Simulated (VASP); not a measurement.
Set up this calculation in VASP 6.6.1, as the native input.

```yaml
Task: single point
Functional: r2SCAN
Potentials_or_basis: VASP PAW PBE potentials, release 64 (Ni, O)
Cutoff: 520 eV
k_mesh: 10 × 10 × 8
Occupations: gaussian, width 0.02 eV
Spin: collinear spin, ferromagnetic start
Starting_moments: "[1.84, 1.84, 0.31, 0.31] μB"
Dipole_correction: no
Further_INCAR_settings: ALGO = Normal; EDIFF = 1e-06; NBANDS = 28
```

NiO:

```
CELL_PARAMETERS angstrom
2.13618 2.13618 0.00000
-2.13618 2.13618 0.00000
0.00000 0.00000 4.13833
ATOMIC_POSITIONS crystal
Ni 0.00000 0.00000 0.00000
Ni 0.50000 0.50000 0.50000
O 0.50000 0.50000 0.00000
O 0.00000 0.00000 0.50000
```

This cell differs from its parent crystal: biaxial strain in the a-b plane: +2.0 %.

These files were run (other wordings do the same):

POSCAR

```
NiO
1.0
    2.1361844669      2.1361844669      0.0000000000
   -2.1361844669      2.1361844669      0.0000000000
    0.0000000000      0.0000000000      4.1383338301
Ni O
2 2
Direct
    0.0000000000      0.0000000000      0.0000000000
    0.5000000000      0.5000000000      0.5000000000
    0.5000000000      0.5000000000      0.0000000000
    0.0000000000      0.0000000000      0.5000000000
```

INCAR.step1

```
PREC = Accurate
ENCUT = 520
ISMEAR = 0
SIGMA = 0.02
LREAL = False
LASPH = True
NELM = 150
ISPIN = 2
MAGMOM = 1.84 1.84 0.31 0.31
LMAXMIX = 4
NBANDS = 28
GGA = PE
ALGO = Normal
EDIFF = 1E-4
LWAVE = True
LCHARG = False
```

INCAR.step2

```
PREC = Accurate
ENCUT = 520
EDIFF = 1E-6
ISMEAR = 0
SIGMA = 0.02
LREAL = False
LASPH = True
NELM = 150
ALGO = Normal
ISIF = 2
LWAVE = False
LCHARG = False
ISPIN = 2
MAGMOM = 1.84 1.84 0.31 0.31
LORBIT = 11
LMAXMIX = 4
METAGGA = R2SCAN
LMIXTAU = True
NBANDS = 28
ISTART = 1
```

KPOINTS

```
regular mesh
0
Gamma
  10 10 8
```

Potentials or basis: VASP PAW PBE potentials, release 64 (Ni, O).

Launch:

```console
$ cat potpaw_PBE.64/Ni/POTCAR potpaw_PBE.64/O/POTCAR > POTCAR
$ cp INCAR.step1 INCAR
$ mpirun -np 1 vasp_std > vasp.out
$ cp INCAR.step2 INCAR
$ mpirun -np 1 vasp_std > vasp.out
```

Results of the run:

* Pressure: -5.2 GPa
* Band gap on the k mesh: 0.66 eV
* Net moment: 4.00 μB per cell
* Site moments: Ni +1.70; O +0.27 μB
* Valence electrons inside the program's atomic spheres: Ni 8.87; O 5.03

Caveat: the cell differs from its parent crystal (biaxial strain in the a-b plane: +2.0 %); the stress differs along the axes, from -8 to -0 GPa; semilocal functionals underestimate gaps, and a narrow one can read as zero; the PAW data sets were made with another functional, which shifts forces and pressure a little.

Wall time 10 min on 1 thread of AMD EPYC 7R13 Processor (Zen 3), with other jobs on the host, peak memory 0.25 GiB.
